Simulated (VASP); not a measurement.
Set up this calculation in VASP 6.6.1, as the native input.

```yaml
Task: single point
Functional: revPBE
Potentials_or_basis: VASP PAW PBE potentials, release 64 (Pd)
Cutoff: 520 eV
k_mesh: 13 × 13 × 13
Occupations: fermi-dirac, width 0.05 eV
Spin: collinear spin, ferromagnetic start
Starting_moments: "[0.5] μB"
Dipole_correction: no
Further_INCAR_settings: ALGO = Normal; EDIFF = 1e-07; NBANDS = 15
```

The structure of Pd lies in POSCAR:

```
Pd
1.0
    2.7039889668      0.0000000000      0.0000000000
    0.0000000000      2.7039889668      0.0000000000
    0.0000000000      0.0000000000      2.7039889668
Pd
1
Direct
    0.0000000000      0.0000000000      0.0000000000
```

This cell differs from its parent crystal: volume scaled by 1.08.

One way to write it, as run:

INCAR

```
SYSTEM = Pd
PREC = Accurate
ENCUT = 520
EDIFF = 1E-7
ISMEAR = -1
SIGMA = 0.05
LREAL = .False.
LASPH = .True.
NELM = 150
ALGO = Normal
ISIF = 2
LWAVE = .False.
LCHARG = .True.
ISPIN = 2
MAGMOM = 0.5
LORBIT = 11
LMAXMIX = 4
GGA = RE
LELF = .True.
LVHAR = .True.
NBANDS = 15
```

KPOINTS

```
regular mesh
0
Gamma
  13 13 13
  0 0 0
```

Potentials or basis: VASP PAW PBE potentials, release 64 (Pd).

Run with:

```bash
$ cat potpaw_PBE.64/Pd/POTCAR > POTCAR
$ mpirun -np 1 vasp_std > vasp.out
```

It gave:

```
Pressure                                              : -7.1 GPa
Band gap on the k mesh                                : zero (filled and empty bands overlap)
Net moment                                            : 0.00 μB per cell
Valence electrons inside the program's atomic spheres : Pd 9.20
```

Caveat: the PAW data sets were made with another functional, which shifts forces and pressure a little.

Run time: 89 s on 1 thread of AMD EPYC 7R13, on a shared host, peak memory 0.13 GiB.
